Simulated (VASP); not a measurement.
# Ca (Immm) in VASP: further runs

Aim: see how the results for Ca move with the level of theory and the settings. Levels: LDA, RPBE. Tasks: single point.

Program: VASP 6.6.1. These are calculated values, not measurements. Logs are shortened: lines on timing, memory, paths and dates and some standing lists are left out, and cuts for length are marked.

### 1 The cell of the first run

It takes space group Immm (No. 71, orthorhombic). Conventional cell: a = 4.107 Å, b = 4.118 Å, c = 4.791 Å, α = 90.00°, β = 90.00°, γ = 90.00°. Within 4.9 Å of Ca (site symmetry mmm) lie 14 Ca at 3.77 to 4.79 Å.

### 2 Single point, LDA (volume scaled by 0.94)

Input file INCAR:

```
SYSTEM = Ca
ALGO = Normal
EDIFF = 1E-6
ENCUT = 520
GGA = CA
ISIF = 2
ISMEAR = 0
LASPH = .TRUE.
LCHARG = .TRUE.
LELF = .TRUE.
LREAL = .FALSE.
LVHAR = .TRUE.
LWAVE = .FALSE.
NBANDS = 11
NELM = 60
PREC = Accurate
SIGMA = 0.05
```

Input file KPOINTS:

```
k-points
0
G
  9 9 9
  0 0 0
```

Input file POSCAR:

```
Ca
1.0
   -2.0536899929      2.0588272853      2.3954333007
    2.0536899929     -2.0588272853      2.3954333007
    2.0536899929      2.0588272853     -2.3954333007
Ca
1
Direct
    0.5000000000      0.5000000000      0.0000000000
```

Potentials or basis: VASP PAW LDA potentials, release 64 (Ca_sv).

Command:

```
$ cat potpaw_LDA.64/Ca_sv/POTCAR > POTCAR
$ mpirun -np 1 vasp_std > vasp.out
```

OUTCAR:

```text
SYSTEM = Ca
   EDIFF = 1E-6
   ENCUT = 520
   GGA = CA
   ISIF = 2
   ISMEAR = 0
   LASPH = .TRUE.
   LREAL = .FALSE.
   NELM = 60
   PREC = Accurate

 ion  position               nearest neighbor table
   1  0.500  0.500  0.000-

  LATTYP: Found a body centered orthorhombic cell.
 ALAT       =     4.1073799858
 B/A-ratio  =     1.0025014936
 C/A-ratio  =     1.1664045250

  Lattice vectors:

 A1 = (  -2.0536899929,   2.0588272853,   2.3954333007)
 A2 = (   2.0536899929,  -2.0588272853,   2.3954333007)
 A3 = (   2.0536899929,   2.0588272853,  -2.3954333007)

Analysis of symmetry for initial positions (statically):
=====================================================================
 Subroutine PRICEL returns:
 Original cell was already a primitive cell.

 Routine SETGRP: Setting up the symmetry group for a
 body centered orthorhombic supercell.

 Subroutine GETGRP returns: Found  8 space group operations
 (whereof  8 operations were pure point group operations)
 out of a pool of  8 trial point group operations.

The static configuration has the point symmetry D_2h.

Analysis of symmetry for dynamics (positions and initial velocities):
=====================================================================
 Subroutine PRICEL returns:
 Original cell was already a primitive cell.

 Routine SETGRP: Setting up the symmetry group for a
 body centered orthorhombic supercell.

 Subroutine GETGRP returns: Found  8 space group operations
 (whereof  8 operations were pure point group operations)
 out of a pool of  8 trial point group operations.

The dynamic configuration has the point symmetry D_2h.

 Subroutine INISYM returns: Found  8 space group operations
 (whereof  8 operations are pure point group operations),
 and found     1 'primitive' translations

----------------------------------------------------------------------------------------

                                     Primitive cell

  volume of cell :      40.5134

  direct lattice vectors                    reciprocal lattice vectors
    -2.053689993  2.058827285  2.395433301     0.000000000  0.242856700  0.208730504
     2.053689993 -2.058827285  2.395433301     0.243464204  0.000000000  0.208730504
     2.053689993  2.058827285 -2.395433301     0.243464204  0.242856700  0.000000000

  length of vectors
     3.767560627  3.767560627  3.767560627     0.320230854  0.320691818  0.343881077

  position of ions in fractional coordinates (direct lattice)
     0.500000000  0.500000000  0.000000000

  ion indices of the primitive-cell ions
   primitive index   ion index
                 1           1

----------------------------------------------------------------------------------------

 KPOINTS: k-points

Automatic generation of k-mesh.
 Grid dimensions read from file:
 generate k-points for:    9    9    9

 Generating k-lattice:

  Cartesian coordinates                     Fractional coordinates (reciprocal lattice)
     0.000000000  0.026984078  0.023192278     0.111111111  0.000000000  0.000000000
     0.027051578  0.000000000  0.023192278     0.000000000  0.111111111 -0.000000000
     0.027051578  0.026984078  0.000000000     0.000000000 -0.000000000  0.111111111

  Length of vectors
     0.035581206  0.035632424  0.038209009

  Shift w.r.t. Gamma in fractional coordinates (k-lattice)
     0.000000000  0.000000000  0.000000000

 Subroutine IBZKPT returns following result:
 ===========================================

 Found    125 irreducible k-points:

 Following reciprocal coordinates:
            Coordinates               Weight
  0.000000  0.000000  0.000000      1.000000
  0.111111 -0.000000  0.000000      4.000000
  0.222222  0.000000 -0.000000      4.000000
  0.333333  0.000000  0.000000      4.000000
  0.444444  0.000000 -0.000000      4.000000
  0.000000  0.111111 -0.000000      4.000000
[... 16 lines left out ...]
 -0.111111  0.222222 -0.000000      8.000000
  0.000000  0.333333  0.000000      4.000000
 [... further k-points ...]
   k-points           NKPTS =    125   k-points in BZ     NKDIM =    125   number of bands    NBANDS=     11
   number of dos      NEDOS =    301   number of ions     NIONS =      1
   total plane-waves  NPLWV =  21952
   dimension x,y,z NGX =    28 NGY =   28 NGZ =   28
   dimension x,y,z NGXF=    56 NGYF=   56 NGZF=   56
   ions per type =               1
   NGX,Y,Z   is equivalent  to a cutoff of  12.36, 12.36, 12.36 a.u.
   NGXF,Y,Z  is equivalent  to a cutoff of  24.71, 24.71, 24.71 a.u.
 SYSTEM =  Ca
   PREC   = accura    normal or accurate (medium, high low for compatibility)
   ISTART =      0    job   : 0-new  1-cont  2-samecut
   ICHARG =      2    charge: 1-file 2-atom 10-const
   ISPIN  =      1    spin polarized calculation?
   LNONCOLLINEAR =      F non collinear calculations
   LSORBIT =      F    spin-orbit coupling
   LASPH  =      T    aspherical Exc in radial PAW
   ENCUT  =  520.0 eV  38.22 Ry    6.18 a.u.   7.01  7.01  7.01*2*pi/ulx,y,z
   NELM   =     60;   NELMIN=  2; NELMDL= -5     # of ELM steps
   EDIFF  = 0.1E-05   stopping-criterion for ELM
   LREAL  =      F    real-space projection
   EDIFFG = 0.1E-04   stopping-criterion for IOM
   NSW    =      0    number of steps for IOM
   IBRION =     -1    ionic relax: 0-MD 1-quasi-New 2-CG
   NFREE  =      0    steps in history (QN), initial steepest desc. (CG)
   ISIF   =      2    stress and relaxation
   ISYM   =      2    0-nonsym 1-usesym 2-fastsym
   POTIM  = 0.5000    time-step for ionic-motion
   TEBEG  =    0.0;   TEEND  =   0.0 temperature during run
   PSTRESS=    0.0 pullay stress
   NELECT =      10.0000    total number of electrons
   NUPDOWN=      -1.0000    fix difference up-down
   EMIN   =  10.00;   EMAX   =-10.00  energy-range for DOS
   EFERMI =   0.00;   METHOD = LEGACY
   ISMEAR =     0;   SIGMA  =   0.05  broadening in eV -4-tet -1-fermi 0-gaus
   EFERMI_NEDOS =   21; number of points for ismear=-14 and -15
   IALGO  =     38    algorithm
   IMIX   =      4    mixing-type and parameters
     AMIX     =   0.40;   BMIX     =  1.00
     AMIX_MAG =   1.60;   BMIX_MAG =  1.00
  volume/ion in A,a.u.               =      40.51       273.40
  Fermi-wavevector in a.u.,A,eV,Ry     =   1.026932  1.940621 14.348571  1.054590
  Thomas-Fermi vector in A             =   2.160851
   LORBIT       =      0    0 simple, 1 ext, 2 COOP (PROOUT), +10 PAW based schemes
   GGA     = CA    functional components
   LHFCALC =     F    Hartree Fock is set to
   AEXX    =    0.0000 exact exchange contribution
   IVDW    =     0    specifies the selected vdW correction
   LEPSILON=     F    determine dielectric tensor
   LRPA    =     F    only Hartree local field effects (RPA)
 non-spin polarized calculation
 Gauss-broadening in eV      SIGMA  =   0.05
  energy-cutoff  :      520.00
  volume of cell :       40.51
 maximum number of plane-waves:      1112
   NGX = 13   NGY = 13   NGZ = 13

 number of electron      10.0000000 magnetization

 Free energy of the ion-electron system (eV)
  ---------------------------------------------------
  ext. energy  EPLUGINS =         0.00000000
  ---------------------------------------------------
  free energy    TOTEN  =        -2.18453556 eV

  energy without entropy =       -2.18235567  energy(sigma->0) =       -2.18344562

 E-fermi :   1.9759     XC(G=0):  -8.0960

 val. band max:        1.9731202591   @ k =   0.3333   0.3333  -0.0000
 cond. band min:       2.0014479691   @ k =  -0.4444  -0.2222   0.1111
 fundamental gap:      0.0283277101
 Fermi energy:         1.9759190587

 k-point     1 :       0.0000    0.0000    0.0000
  band No.  band energies     occupation
      1     -39.5231      2.00000
      2     -20.7297      2.00000
      3     -20.7290      2.00000
      4     -20.7153      2.00000
      5      -2.1432      2.00000
      6       4.0672      0.00000
      7       4.0813      0.00000
      8       4.7026      0.00000
      9       4.8391      0.00000
     10       5.5998      0.00000
     11      11.6828      0.00000

 k-point     2 :       0.1111   -0.0000    0.0000
  band No.  band energies     occupation
      1     -39.5210      2.00000
      2     -20.7452      2.00000
      3     -20.7350      2.00000
      4     -20.7198      2.00000
      5      -1.9212      2.00000
      6       3.9678      0.00000
      7       4.1147      0.00000
      8       4.7160      0.00000
      9       4.7789      0.00000
     10       5.5230      0.00000
     11      11.7539      0.00000

 k-point     3 :       0.2222    0.0000   -0.0000
  band No.  band energies     occupation
      1     -39.5155      2.00000
      2     -20.7950      2.00000
      3     -20.7484      2.00000
      4     -20.7218      2.00000
      5      -1.2855      2.00000
      6       3.5233      0.00000
      7       3.9922      0.00000
      8       4.8041      0.00000
      9       5.0298      0.00000
     10       5.4361      0.00000
     11      10.1894      0.00000

 k-point     4 :       0.3333    0.0000    0.0000
  band No.  band energies     occupation
      1     -39.5093      2.00000
      2     -20.8521      2.00000
      3     -20.7635      2.00000
      4     -20.7228      2.00000
      5      -0.3365      2.00000
      6       2.8553      0.00000
      7       3.7532      0.00000
      8       4.8172      0.00000
      9       5.5445      0.00000
     10       5.6477      0.00000
     11       8.4964      0.00000

 k-point     5 :       0.4444    0.0000   -0.0000
  band No.  band energies     occupation
      1     -39.5052      2.00000
      2     -20.8891      2.00000
      3     -20.7734      2.00000
      4     -20.7234      2.00000
      5       0.6810      2.00000
      6       2.1323      0.00001
      7       3.5961      0.00000
      8       4.7440      0.00000
      9       5.7140      0.00000
     10       6.2032      0.00000
     11       7.4837      0.00000
[... 211 lines left out ...]
 k-point    21 :      -0.3333    0.2222   -0.0000
  band No.  band energies     occupation
      1     -39.5101      2.00000
      2     -20.8307      2.00000
      3     -20.7560      2.00000
      4     -20.7440      2.00000
      5      -0.5130      2.00000
      6       3.1627      0.00000
      7       3.5318      0.00000
      8       5.0562      0.00000
      9       5.2885      0.00000
     10       5.6863      0.00000
     11       9.8842      0.00000

 k-point    22 :      -0.2222    0.2222    0.0000
  band No.  band energies     occupation
      1     -39.5146      2.00000
      2     -20.7980      2.00000
      3     -20.7431      2.00000
      4     -20.7369      2.00000
      5      -1.1565      2.00000
      6       3.4360      0.00000
      7       3.9566      0.00000
      8       4.7504      0.00000
      9       5.1031      0.00000
     10       5.5184      0.00000
     11      11.3075      0.00000

 k-point    23 :      -0.1111    0.2222   -0.0000
  band No.  band energies     occupation
      1     -39.5167      2.00000
      2     -20.7824      2.00000
      3     -20.7401      2.00000
      4     -20.7297      2.00000
      5      -1.4248      2.00000
      6       3.6132      0.00000
      7       4.0971      0.00000
      8       4.6977      0.00000
      9       4.9211      0.00000
     10       5.4955      0.00000
     11      11.0995      0.00000

 k-point    24 :       0.0000    0.3333    0.0000
  band No.  band energies     occupation
      1     -39.5092      2.00000
      2     -20.8527      2.00000
      3     -20.7631      2.00000
      4     -20.7234      2.00000
      5      -0.3313      2.00000
      6       2.8621      0.00000
      7       3.7391      0.00000
      8       4.8283      0.00000
      9       5.5477      0.00000
     10       5.6436      0.00000
     11       8.5102      0.00000

 [... further k-points ...]

------------------------ aborting loop because EDIFF is reached ----------------------------------------

  FORCE on cell =-STRESS in cart. coord.  units (eV):
  Direction    XX          YY          ZZ          XY          YZ          ZX
  --------------------------------------------------------------------------------------
  -------------------------------------------------------------------------------------
  Total       -0.3104720     -0.3130715     -0.2710353     -0.0000000      0.0000000      0.0000000
  in kB      -12.2781825    -12.3809852    -10.7185893     -0.0000000      0.0000000      0.0000000
  external PRESSURE =     -11.7925857 kB  Pullay stress =       0.0000000 kB

 VOLUME and BASIS-vectors are now :
 -----------------------------------------------------------------------------
  energy-cutoff  :      520.00
  volume of cell :       40.51
      direct lattice vectors                 reciprocal lattice vectors
    -2.053689993  2.058827285  2.395433301     0.000000000  0.242856700  0.208730504
     2.053689993 -2.058827285  2.395433301     0.243464204  0.000000000  0.208730504
     2.053689993  2.058827285 -2.395433301     0.243464204  0.242856700  0.000000000

 POSITION                                       TOTAL-FORCE (eV/Angst)
 -----------------------------------------------------------------------------------
      0.00000      0.00000      2.39543         0.000000      0.000000     -0.000000
 -----------------------------------------------------------------------------------
    total drift:                                0.000000     -0.000000      0.000000

  FREE ENERGIE OF THE ION-ELECTRON SYSTEM (eV)
  ---------------------------------------------------
  free  energy   TOTEN  =        -2.1845355629 eV

  energy  without entropy=       -2.1823556686  energy(sigma->0) =       -2.18344562
```

It took 18 s on 1 thread of Intel Xeon 6975P-C (Granite Rapids), shared host; peak memory 0.17 GiB.

What came out:

- Free energy: -2.1845 eV
- Pressure: -1.2 GPa
- Band gap on the k mesh: zero (band 5 reaches 2.07 eV, above the bottom of band 6 at 1.94 eV)

Levels at points of the mesh, in eV from the Fermi level:
```csv
k point,band 1,band 2,band 3,band 4,band 5,band 6,band 7,band 8,band 9,band 10
"(0.00, 0.00, 0.00)",-41.50,-22.71,-22.70,-22.69,-4.12,2.09,2.11,2.73,2.86,3.62
```

### 3 Single point, LDA (volume scaled by 0.96)

Input file INCAR:

```
PREC     = Accurate       # precision mode
ENCUT    = 520            # plane-wave cutoff, eV
EDIFF    = 1E-6           # SCF threshold, eV
ISMEAR   = 0              # smearing method
SIGMA    = 0.05           # smearing width, eV
LREAL    = False          # projectors in reciprocal space
LASPH    = True           # aspherical terms in the spheres
NELM     = 80             # most SCF steps
ALGO     = Normal         # electronic algorithm
ISIF     = 2              # what is computed and relaxed
LWAVE    = False          # write WAVECAR
LCHARG   = False          # write CHGCAR
NBANDS   = 11             # bands
```

Input file KPOINTS:

```
Automatic mesh
0
Gamma
  9 9 9
```

Input file POSCAR:

```
Ca
1.0
   -2.0681530750      2.0733265467      2.4123031051
    2.0681530750     -2.0733265467      2.4123031051
    2.0681530750      2.0733265467     -2.4123031051
Ca
1
Direct
    0.5000000000      0.5000000000      0.0000000000
```

Potentials or basis: VASP PAW LDA potentials, release 64 (Ca_sv).

Command:

```
$ cat potpaw_LDA.64/Ca_sv/POTCAR > POTCAR
$ mpirun -np 1 vasp_std > vasp.out
```

OUTCAR:

```text
PREC = Accurate
   ENCUT = 520
   EDIFF = 1E-6
   ISMEAR = 0
   LREAL = False
   LASPH = True
   NELM = 80
   ISIF = 2

 ion  position               nearest neighbor table
   1  0.500  0.500  0.000-

  LATTYP: Found a body centered orthorhombic cell.
 ALAT       =     4.1363061500
 B/A-ratio  =     1.0025014936
 C/A-ratio  =     1.1664045250

  Lattice vectors:

 A1 = (  -2.0681530750,   2.0733265467,   2.4123031051)
 A2 = (   2.0681530750,  -2.0733265467,   2.4123031051)
[... 517 lines left out ...]
     11       8.2830      0.00000

 [... further k-points ...]

------------------------ aborting loop because EDIFF is reached ----------------------------------------

  FORCE on cell =-STRESS in cart. coord.  units (eV):
  Direction    XX          YY          ZZ          XY          YZ          ZX
  --------------------------------------------------------------------------------------
  -------------------------------------------------------------------------------------
  Total       -0.3987620     -0.4017855     -0.3553937      0.0000000      0.0000000      0.0000000
  in kB      -15.4412354    -15.5583150    -13.7618878      0.0000000      0.0000000      0.0000000
  external PRESSURE =     -14.9204794 kB  Pullay stress =       0.0000000 kB

 VOLUME and BASIS-vectors are now :
 -----------------------------------------------------------------------------
  energy-cutoff  :      520.00
  volume of cell :       41.38
      direct lattice vectors                 reciprocal lattice vectors
    -2.068153075  2.073326547  2.412303105     0.000000000  0.241158346  0.207270802
     2.068153075 -2.073326547  2.412303105     0.241761602  0.000000000  0.207270802
     2.068153075  2.073326547 -2.412303105     0.241761602  0.241158346  0.000000000

 POSITION                                       TOTAL-FORCE (eV/Angst)
 -----------------------------------------------------------------------------------
      0.00000      0.00000      2.41230         0.000000      0.000000     -0.000000
 -----------------------------------------------------------------------------------
    total drift:                                0.000000     -0.000000      0.000000

  FREE ENERGIE OF THE ION-ELECTRON SYSTEM (eV)
  ---------------------------------------------------
  free  energy   TOTEN  =        -2.1775822919 eV

  energy  without entropy=       -2.1753584151  energy(sigma->0) =       -2.17647035
```

stdout:

```text
POSCAR found type information on POSCAR Ca
 POSCAR found :  1 types and       1 ions
 scaLAPACK will be used
 LDA part: xc-table for (Slater(with rela. corr.)+CA(PZ))
 , standard interpolation
 POSCAR, INCAR and KPOINTS ok, starting setup
 FFT: planning ... GRIDC
 FFT: planning ... GRID_SOFT
 FFT: planning ... GRID
 WAVECAR not read
 entering main loop
```

It took 19 s on 1 thread of Intel Xeon 6975P-C (Granite Rapids), shared host; peak memory 0.17 GiB.

What came out:

* Free energy: -2.1776 eV
* Pressure: -1.5 GPa
* Band gap on the k mesh: zero (band 5 reaches 2.00 eV, above the bottom of band 6 at 1.84 eV)

Levels at points of the mesh, in eV from the Fermi level:
```
           k point  band 3  band 4  band 5  band 6  band 7  band 8
(0.00, 0.00, 0.00)  -22.75  -22.74   -4.08    2.07    2.08    2.69
```

### 4 Single point, LDA (volume scaled by 0.98)

Input file INCAR:

```
SYSTEM = Ca
  PREC = Accurate
  ENCUT = 520
  EDIFF = 1E-7
  ISMEAR = 0
  SIGMA = 0.05
  LREAL = .False.
  LASPH = .True.
  NELM = 80
  ALGO = Normal
  ISIF = 2
  LWAVE = .False.
  LCHARG = .True.
  GGA = CA
  LELF = .True.
  LVHAR = .True.
  NBANDS = 11
```

Input file KPOINTS:

```
Automatic mesh
0
Gamma
  9 9 9
  0 0 0
```

Input file POSCAR:

```
Ca
1.0
   -2.0824166504      2.0876258024      2.4289402040
    2.0824166504     -2.0876258024      2.4289402040
    2.0824166504      2.0876258024     -2.4289402040
Ca
1
Direct
    0.5000000000      0.5000000000      0.0000000000
```

Command:

```
$ cat potpaw_LDA.64/Ca_sv/POTCAR > POTCAR
$ mpirun -np 1 vasp_std > vasp.out
```

It took 22 s on 1 thread of Intel Xeon 6975P-C (Granite Rapids), shared host; peak memory 0.17 GiB.

The run converged. Its results:

| Item | Value |
| --- | --- |
| Free energy | -2.1690 eV |
| Pressure | -1.8 GPa |
| Band gap on the k mesh | zero (band 5 reaches 1.93 eV, above the bottom of band 6 at 1.74 eV) |

Stress tensor (GPa, compression positive):
```
-1.82  0.00  0.00
 0.00 -1.83  0.00
 0.00  0.00 -1.64
```

Levels at points of the mesh, in eV from the Fermi level:
| k point | band 1 | band 2 | band 3 | band 4 | band 5 | band 6 | band 7 | band 8 | band 9 | band 10 |
| --- | --- | --- | --- | --- | --- | --- | --- | --- | --- | --- |
| (0.00, 0.00, 0.00) | -41.59 | -22.81 | -22.80 | -22.79 | -4.04 | 2.04 | 2.06 | 2.65 | 2.78 | 3.50 |

[end of part 1 of 2]
